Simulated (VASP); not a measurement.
# Cu in VASP: notebook

Cu is run at these levels: r2SCAN; tasks: single point.

Everything below comes from runs of VASP 6.6.1. Logs are shortened: lines on timing, memory, paths and dates and some standing lists are left out, and cuts for length are marked.

## (1) The cell of the first run

Symmetry: I4/mmm, No. 139, tetragonal system. The conventional cell has a = 2.886 Å, b = 2.886 Å, c = 2.752 Å, α = 90.00°, β = 90.00°, γ = 90.00°. Cu (site symmetry 4/mmm) has 14 Cu at 2.46 to 2.89 Å within 3.2 Å.

## (2) Single point, r2SCAN

POSCAR reads:

```
Cu
1.0
   -1.4427933200      1.4427933200      1.3760814500
    1.4427933200     -1.4427933200      1.3760814500
    1.4427933200      1.4427933200     -1.3760814500
Cu
1
Direct
    0.0000000000      0.0000000000      0.0000000000
```

INCAR.step1 reads:

```
  ALGO = Normal
  EDIFF = 1E-4
  ENCUT = 520
  GGA = PE
  ISMEAR = 0
  LASPH = T
  LCHARG = F
  LREAL = F
  LWAVE = T
  NBANDS = 12
  NELM = 60
  PREC = Accurate
  SIGMA = 0.2
```

INCAR.step2 reads:

```
  ALGO = Normal
  EDIFF = 1E-6
  ENCUT = 520
  ISIF = 2
  ISMEAR = 0
  ISTART = 1
  LASPH = T
  LCHARG = F
  LMIXTAU = T
  LREAL = F
  LWAVE = F
  METAGGA = R2SCAN
  NBANDS = 12
  NELM = 60
  PREC = Accurate
  SIGMA = 0.2
```

KPOINTS reads:

```
k-points
0
Gamma
  10 10 10
```

Potentials or basis: VASP PAW PBE potentials, release 64 (Cu).

The run is started by

```console
> cat potpaw_PBE.64/Cu/POTCAR > POTCAR
> cp INCAR.step1 INCAR
> mpirun -np 1 vasp_std > vasp.out
> cp INCAR.step2 INCAR
> mpirun -np 1 vasp_std > vasp.out
```

OUTCAR:

```text
EDIFF = 1E-6
   ENCUT = 520
   ISIF = 2
   ISMEAR = 0
   ISTART = 1
   LASPH = T
   LREAL = F
   METAGGA = R2SCAN
   NELM = 60
   PREC = Accurate

 ion  position               nearest neighbor table
   1  0.000  0.000  0.000-

  LATTYP: Found a body centered tetragonal cell.
 ALAT       =     2.8855866400
 C/A-ratio  =     0.9537620052

  Lattice vectors:

 A1 = (  -1.4427933200,   1.4427933200,   1.3760814500)
 A2 = (   1.4427933200,  -1.4427933200,   1.3760814500)
 A3 = (   1.4427933200,   1.4427933200,  -1.3760814500)

Analysis of symmetry for initial positions (statically):
=====================================================================
 Subroutine PRICEL returns:
 Original cell was already a primitive cell.

 Routine SETGRP: Setting up the symmetry group for a
 body centered tetragonal supercell.

 Subroutine GETGRP returns: Found 16 space group operations
 (whereof 16 operations were pure point group operations)
 out of a pool of 16 trial point group operations.

The static configuration has the point symmetry D_4h.

Analysis of symmetry for dynamics (positions and initial velocities):
=====================================================================
 Subroutine PRICEL returns:
 Original cell was already a primitive cell.

 Routine SETGRP: Setting up the symmetry group for a
 body centered tetragonal supercell.

 Subroutine GETGRP returns: Found 16 space group operations
 (whereof 16 operations were pure point group operations)
 out of a pool of 16 trial point group operations.

The dynamic configuration has the point symmetry D_4h.

 Subroutine INISYM returns: Found 16 space group operations
 (whereof 16 operations are pure point group operations),
 and found     1 'primitive' translations

----------------------------------------------------------------------------------------

                                     Primitive cell

  volume of cell :      11.4581

  direct lattice vectors                    reciprocal lattice vectors
    -1.442793320  1.442793320  1.376081450     0.000000000  0.346549983  0.363350585
     1.442793320 -1.442793320  1.376081450     0.346549983  0.000000000  0.363350585
     1.442793320  1.442793320 -1.376081450     0.346549983  0.346549983  0.000000000

  length of vectors
     2.461078074  2.461078074  2.461078074     0.502116060  0.502116060  0.490095685

  position of ions in fractional coordinates (direct lattice)
[... 78 lines left out ...]
   LREAL  =      F    real-space projection
   EDIFFG = 0.1E-04   stopping-criterion for IOM
   NSW    =      0    number of steps for IOM
   IBRION =     -1    ionic relax: 0-MD 1-quasi-New 2-CG
   NFREE  =      0    steps in history (QN), initial steepest desc. (CG)
   ISIF   =      2    stress and relaxation
   ISYM   =      2    0-nonsym 1-usesym 2-fastsym
   POTIM  = 0.5000    time-step for ionic-motion
   TEBEG  =    0.0;   TEEND  =   0.0 temperature during run
   PSTRESS=    0.0 pullay stress
   NELECT =      11.0000    total number of electrons
   NUPDOWN=      -1.0000    fix difference up-down
   EMIN   =  10.00;   EMAX   =-10.00  energy-range for DOS
   EFERMI =   0.00;   METHOD = LEGACY
   ISMEAR =     0;   SIGMA  =   0.20  broadening in eV -4-tet -1-fermi 0-gaus
   EFERMI_NEDOS =   21; number of points for ismear=-14 and -15
   IALGO  =     38    algorithm
   IMIX   =      4    mixing-type and parameters
     AMIX     =   0.40;   BMIX     =  1.00
     AMIX_MAG =   1.60;   BMIX_MAG =  1.00
  volume/ion in A,a.u.               =      11.46        77.32
  Fermi-wavevector in a.u.,A,eV,Ry     =   1.614984  3.051878 35.486359  2.608174
  Thomas-Fermi vector in A             =   2.709805
   LORBIT       =      0    0 simple, 1 ext, 2 COOP (PROOUT), +10 PAW based schemes
   METAGGA = R2SCAN    functional components
   LHFCALC =     F    Hartree Fock is set to
   AEXX    =    0.0000 exact exchange contribution
   IVDW    =     0    specifies the selected vdW correction
   LEPSILON=     F    determine dielectric tensor
   LRPA    =     F    only Hartree local field effects (RPA)
 non-spin polarized calculation
 Gauss-broadening in eV      SIGMA  =   0.20
  energy-cutoff  :      520.00
  volume of cell :       11.46
 maximum number of plane-waves:       325
   NGX =  9   NGY =  9   NGZ =  9

 number of electron      10.9999998 magnetization

 Free energy of the ion-electron system (eV)
  ---------------------------------------------------
  ext. energy  EPLUGINS =         0.00000000
  ---------------------------------------------------
  free energy    TOTEN  =       -10.77515681 eV

  energy without entropy =      -10.76208730  energy(sigma->0) =      -10.76862206

 E-fermi :   7.8066     XC(G=0): -13.9578

 val. band max:        7.7836212516   @ k =   0.4000   0.1000   0.0000
 cond. band min:       7.8099958086   @ k =   0.2000   0.2000   0.1000
 fundamental gap:      0.0263745570
 Fermi energy:         7.8065790692

 k-point     1 :       0.0000    0.0000    0.0000
  band No.  band energies     occupation
      1      -2.1342      2.00000
      2       4.3243      2.00000
      3       4.5172      2.00000
      4       4.5174      2.00000
      5       5.3880      2.00000
      6       5.5917      2.00000
      7      33.6242      0.00000
      8      33.6243      0.00000
      9      34.9429      0.00000
     10      37.9154      0.00000
     11      38.0959      0.00000
     12      38.0960      0.00000
[... 331 lines left out ...]
 k-point    24 :       0.4000    0.3000    0.0000
  band No.  band energies     occupation
      1       3.3563      2.00000
      2       3.7704      2.00000
      3       4.0460      2.00000
      4       5.5320      2.00000
      5       5.6401      2.00000
      6      10.6704      0.00000
      7      14.3127      0.00000
      8      15.8098      0.00000
      9      25.8562      0.00000
     10      35.4958      0.00000
     11      37.7404      0.00000
     12      42.6272      0.00000

 [... further k-points ...]
[... 5 lines left out ...]
  --------------------------------------------------------------------------------------
  -------------------------------------------------------------------------------------
  Total        0.1072919      0.1072919      0.0086995      0.0000000      0.0000000      0.0000000
  in kB       15.0025526     15.0025526      1.2164445      0.0000000      0.0000000      0.0000000
  external PRESSURE =      10.4071832 kB  Pullay stress =       0.0000000 kB

 VOLUME and BASIS-vectors are now :
 -----------------------------------------------------------------------------
  energy-cutoff  :      520.00
  volume of cell :       11.46
      direct lattice vectors                 reciprocal lattice vectors
    -1.442793320  1.442793320  1.376081450     0.000000000  0.346549983  0.363350585
     1.442793320 -1.442793320  1.376081450     0.346549983  0.000000000  0.363350585
     1.442793320  1.442793320 -1.376081450     0.346549983  0.346549983  0.000000000

 POSITION                                       TOTAL-FORCE (eV/Angst)
 -----------------------------------------------------------------------------------
      0.00000      0.00000      0.00000        -0.000000      0.000000     -0.000000
 -----------------------------------------------------------------------------------
    total drift:                                0.000000     -0.000000      0.000000

  FREE ENERGIE OF THE ION-ELECTRON SYSTEM (eV)
  ---------------------------------------------------
  free  energy   TOTEN  =       -10.7751568109 eV

  energy  without entropy=      -10.7620873009  energy(sigma->0) =      -10.76862206
```

OUTCAR.step1:

```text
EDIFF = 1E-4
   ENCUT = 520
   GGA = PE
   ISMEAR = 0
   LASPH = T
[... 576 lines left out ...]

 POSITION                                       TOTAL-FORCE (eV/Angst)
 -----------------------------------------------------------------------------------
      0.00000      0.00000      0.00000         0.000000     -0.000000      0.000000
 -----------------------------------------------------------------------------------
    total drift:                                0.000000     -0.000000      0.000000

  FREE ENERGIE OF THE ION-ELECTRON SYSTEM (eV)
  ---------------------------------------------------
  free  energy   TOTEN  =        -3.6638535042 eV

  energy  without entropy=       -3.6504154106  energy(sigma->0) =       -3.65713446
```

OSZICAR.step1:

```text
N       E                     dE             d eps       ncg     rms          rms(c)
DAV:   1     0.430541694999E+02    0.43054E+02   -0.53743E+03  2744   0.155E+03
DAV:   2    -0.324312223778E+01   -0.46297E+02   -0.42802E+02  2524   0.204E+02
DAV:   3    -0.458013217797E+01   -0.13370E+01   -0.13294E+01  2816   0.404E+01
DAV:   4    -0.458859676485E+01   -0.84646E-02   -0.84636E-02  2792   0.280E+00
DAV:   5    -0.458867619749E+01   -0.79433E-04   -0.79433E-04  2872   0.275E-01    0.769E+00
DAV:   6    -0.401674706990E+01    0.57193E+00   -0.13534E+01  2840   0.711E+01    0.375E+00
DAV:   7    -0.367880487401E+01    0.33794E+00   -0.21477E+00  2884   0.280E+01    0.686E-01
DAV:   8    -0.366455416813E+01    0.14251E-01   -0.76463E-03  3328   0.846E-01    0.196E-01
DAV:   9    -0.366385067421E+01    0.70349E-03   -0.41059E-03  2792   0.110E+00    0.305E-02
DAV:  10    -0.366385350418E+01   -0.28300E-05   -0.32365E-05  1684   0.102E-01
   1 F= -.36638535E+01 E0= -.36571345E+01  d E =-.134381E-01
```

Wall time 67 s (1 thread of AMD EPYC 7R43 (Zen 3), shared host); peak memory 0.09 GiB.

What came out:

| Property | Result |
| --- | --- |
| Free energy | -10.7752 eV |
| Pressure | 1.0 GPa |

Stress tensor (GPa, compression positive):
```
1.50 0.00 0.00
0.00 1.50 0.00
0.00 0.00 0.12
```

Caveat: the PAW data sets were made with another functional, which shifts forces and pressure a little.

## (3) Single point, r2SCAN

POSCAR reads:

```
Cu
1.0
   -1.4471553690      1.4337440392      1.3601266570
    1.4472463215     -1.4399025159      1.3666790560
    1.4638359032      1.4565830501     -1.3665836942
Cu
1
Direct
   -0.0017728543     -0.0219278576      0.0249258529
```

INCAR.step1 reads:

```
ALGO = Normal
EDIFF = 1E-4
ENCUT = 520
GGA = PE
ISMEAR = 0
LASPH = T
LCHARG = F
LREAL = F
LWAVE = T
NBANDS = 12
NELM = 60
PREC = Accurate
SIGMA = 0.1
```

INCAR.step2 reads:

```
ALGO = Normal
EDIFF = 1E-6
ENCUT = 520
ISIF = 2
ISMEAR = 0
ISTART = 1
LASPH = T
LCHARG = T
LELF = T
LMIXTAU = T
LREAL = F
LVHAR = T
LWAVE = F
METAGGA = R2SCAN
NBANDS = 12
NELM = 60
PREC = Accurate
SIGMA = 0.1
```

KPOINTS reads:

```
k-points
0
Gamma
  6 6 6
```

Potentials or basis: VASP PAW PBE potentials, release 64 (Cu).

The run is started by

```console
> cat potpaw_PBE.64/Cu/POTCAR > POTCAR
> cp INCAR.step1 INCAR
> mpirun -np 1 vasp_std > vasp.out
> cp INCAR.step2 INCAR
> mpirun -np 1 vasp_std > vasp.out
```

Run time: 69 s. Hardware: 1 thread of AMD EPYC 7R43 (Zen 3), shared host; peak memory 0.09 GiB.

It converged, with:

* Free energy: -10.7206 eV
* Pressure: 1.3 GPa

Stress tensor (GPa, compression positive):
```
 1.55  0.44  0.01
 0.44  1.15 -0.02
 0.01 -0.02  1.17
```

Levels at points of the mesh, in eV from the Fermi level:
| k point | band 4 | band 5 | band 6 | band 7 | band 8 | band 9 |
| --- | --- | --- | --- | --- | --- | --- |
| (0.00, 0.00, 0.00) | -3.31 | -2.56 | -2.29 | 25.25 | 25.78 | 27.30 |
| (0.50, 0.00, 0.00) | -2.17 | -1.60 | -0.56 | 4.96 | 17.62 | 18.11 |
| (0.00, 0.50, 0.00) | -2.17 | -1.62 | -0.66 | 4.83 | 17.77 | 18.44 |
| (0.50, 0.50, 0.00) | -2.39 | -1.64 | -1.06 | 4.29 | 19.45 | 19.96 |
| (0.00, 0.00, 0.50) | -2.34 | -1.66 | -1.22 | 4.04 | 19.61 | 20.23 |
| (0.50, 0.00, 0.50) | -2.17 | -1.62 | -0.65 | 4.83 | 17.92 | 18.29 |
| (0.00, 0.50, 0.50) | -2.16 | -1.62 | -0.63 | 4.86 | 17.70 | 18.21 |
| (0.50, 0.50, 0.50) | -1.80 | -1.75 | 7.73 | 8.01 | 10.40 | 13.40 |

Caveat: the k points lie up to 0.53 Å⁻¹ apart; the PAW data sets were made with another functional, which shifts forces and pressure a little.

## (4) Single point, r2SCAN

POSCAR reads:

```
Cu
1.0
   -1.4427933200      1.4427933200      1.3760814500
    1.4427933200     -1.4427933200      1.3760814500
    1.4427933200      1.4427933200     -1.3760814500
Cu
1
Direct
    0.0000000000      0.0000000000      0.0000000000
```

INCAR.step1 reads:

```
SYSTEM = Cu
ALGO = Normal
EDIFF = 1E-4
ENCUT = 520
GGA = PE
ISMEAR = 0
LASPH = .TRUE.
LCHARG = .FALSE.
LREAL = .FALSE.
LWAVE = .TRUE.
NBANDS = 12
NELM = 60
PREC = Accurate
SIGMA = 0.1
```

INCAR.step2 reads:

```
SYSTEM = Cu
ALGO = Normal
EDIFF = 1E-6
ENCUT = 520
ISIF = 2
ISMEAR = 0
ISTART = 1
LASPH = .TRUE.
LCHARG = .TRUE.
LELF = .TRUE.
LMIXTAU = .TRUE.
LREAL = .FALSE.
LVHAR = .TRUE.
LWAVE = .FALSE.
METAGGA = R2SCAN
NBANDS = 12
NELM = 60
PREC = Accurate
SIGMA = 0.1
```

KPOINTS reads:

```
k-points
0
G
  12 12 12
  0 0 0
```

The run is started by

```console
> cat potpaw_PBE.64/Cu/POTCAR > POTCAR
> cp INCAR.step1 INCAR
> mpirun -np 1 vasp_std > vasp.out
> cp INCAR.step2 INCAR
> mpirun -np 1 vasp_std > vasp.out
```

It took 2.3 min on 1 thread of AMD EPYC 7R43 (Zen 3), shared host; peak memory 0.1 GiB.

It converged, with:

* Free energy: -10.7793 eV
* Pressure: 0.9 GPa

Stress tensor (GPa, compression positive):
```
 1.48  0.00  0.00
 0.00  1.48  0.00
 0.00  0.00 -0.41
```

Levels at points of the mesh, in eV from the Fermi level:
```csv
k point,band 2,band 3,band 4,band 5,band 6,band 7,band 8,band 9,band 10,band 11
"(0.00, 0.00, 0.00)",-3.45,-3.26,-3.26,-2.39,-2.18,25.85,25.85,27.17,30.14,30.32
"(0.50, 0.00, 0.00)",-4.17,-2.30,-2.07,-1.48,-0.56,4.94,18.12,18.40,22.13,25.42
"(0.50, 0.50, 0.00)",-3.93,-2.45,-2.21,-1.51,-0.94,4.40,19.40,19.88,23.37,26.54
"(0.50, 0.50, 0.50)",-4.99,-1.68,-1.68,-1.62,8.17,8.17,10.11,13.71,14.42,17.67
```

Caveat: the PAW data sets were made with another functional, which shifts forces and pressure a little.

## (5) Single point, r2SCAN

POSCAR is that of step 4.

INCAR.step1 reads:

```
SYSTEM = Cu
PREC = Accurate
ENCUT = 520
ISMEAR = 0
SIGMA = 0.1
LREAL = .FALSE.
LASPH = .TRUE.
NELM = 80
NBANDS = 12
GGA = PE
ALGO = Normal
EDIFF = 1E-4
LWAVE = .TRUE.
LCHARG = .FALSE.
```

INCAR.step2 reads:

```
SYSTEM = Cu
PREC = Accurate
ENCUT = 520
EDIFF = 1E-6
ISMEAR = 0
SIGMA = 0.1
LREAL = .FALSE.
LASPH = .TRUE.
NELM = 80
ALGO = Normal
ISIF = 2
LWAVE = .FALSE.
LCHARG = .FALSE.
METAGGA = R2SCAN
LMIXTAU = .TRUE.
NBANDS = 12
ISTART = 1
```

KPOINTS reads:

```
Automatic mesh
0
G
  14 14 14
  0 0 0
```

The run is started by

```console
> cat potpaw_PBE.64/Cu/POTCAR > POTCAR
> cp INCAR.step1 INCAR
> mpirun -np 1 vasp_std > vasp.out
> cp INCAR.step2 INCAR
> mpirun -np 1 vasp_std > vasp.out
```

Wall time 3 min (1 thread of AMD EPYC 7R43 (Zen 3), shared host); peak memory 0.1 GiB.

The run converged. Its results:

```
Free energy : -10.7844 eV
Pressure    : 1.0 GPa
```

Stress tensor (GPa, compression positive):
```
1.18 0.00 0.00
0.00 1.18 0.00
0.00 0.00 0.49
```

Levels at points of the mesh, in eV from the Fermi level:
```
           k point  band 2  band 3  band 4  band 5  band 6  band 7  band 8  band 9  band 10  band 11
(0.00, 0.00, 0.00)   -3.45   -3.25   -3.25   -2.38   -2.18   25.85   25.85   27.16    30.14    30.32
(0.50, 0.00, 0.00)   -4.17   -2.29   -2.07   -1.47   -0.56    4.94   18.12   18.40    22.12    25.41
(0.50, 0.50, 0.00)   -3.92   -2.45   -2.21   -1.50   -0.95    4.40   19.39   19.88    23.36    26.54
(0.50, 0.50, 0.50)   -4.98   -1.68   -1.68   -1.62    8.17    8.17   10.11   13.71    14.42    17.67
```

Caveat: the PAW data sets were made with another functional, which shifts forces and pressure a little.

## (6) Summary

| cell | k mesh | smearing | gap on the mesh (eV) | pressure (GPa) |
| --- | --- | --- | --- | --- |
| a = 2.461 Å, angles 108.2, 108.2, 112.0°, 1 atom | 10 × 10 × 10 | gaussian 0.2 eV | none | 1.0 |
| a = 2.449, b = 2.457, c = 2.476 Å, angles 107.7, 108.1, 112.5°, 1 atom | 6 × 6 × 6 | gaussian 0.1 eV | none | 1.3 |
| a = 2.461 Å, angles 108.2, 108.2, 112.0°, 1 atom | 12 × 12 × 12 | gaussian 0.1 eV | none | 0.9 |
| a = 2.461 Å, angles 108.2, 108.2, 112.0°, 1 atom | 14 × 14 × 14 | gaussian 0.1 eV | none | 1.0 |

Alike in all rows: task single point; level r2SCAN; potentials or basis VASP PAW PBE potentials, release 64 (Cu); no spin polarisation; cutoff (eV) 520.

Caveats: some runs use coarse meshes; the PAW data sets were made with another functional, which shifts forces and pressure a little.

Absolute energies hang on the potentials; compare differences alone.
